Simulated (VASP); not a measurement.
**Re: single point with LDA**

Re:

```
Re
1.0
     2.73919    0.00000    0.00000
    -1.36959    2.37221    0.00000
     0.00000    0.00000    4.41187
Re
2
Direct
  0.33333 0.66667 0.25000
  0.66667 0.33333 0.75000
```

```json
{"Program": "VASP 6.6.1", "Task": "single point", "Functional": "LDA", "Potentials or basis": "VASP PAW LDA potentials, release 64 (Re_sv_GW)", "Cutoff": "560 eV", "k mesh": "13 × 13 × 7", "Occupations": "methfessel-paxton, width 0.01 eV", "Spin": "no spin polarisation", "Dipole correction": "no", "Further INCAR settings": "ALGO = Normal; EDIFF = 1e-06; NBANDS = 22"}
```

```
Pressure               : -0.4 GPa
Band gap on the k mesh : zero (bands 15 and 16 overlap by 3.05 eV)
```

Stress tensor (GPa, compression positive):
```
-0.18  0.00  0.00
 0.00 -0.18  0.00
 0.00  0.00 -0.71
```

Levels at points of the mesh, in eV from the Fermi level:
```tsv
k point	band 12	band 13	band 14	band 15	band 16	band 17	band 18	band 19
(0.00, 0.00, 0.00)	-1.66	-1.63	-0.79	-0.79	0.15	0.15	0.85	3.47
```

It took 19 s on 1 thread of Intel(R) Xeon(R) 6975P-C (Granite Rapids) (shared host), peak memory 0.18 GiB.

Caveat: spin-orbit coupling is left out, which moves the levels of the heavy elements.
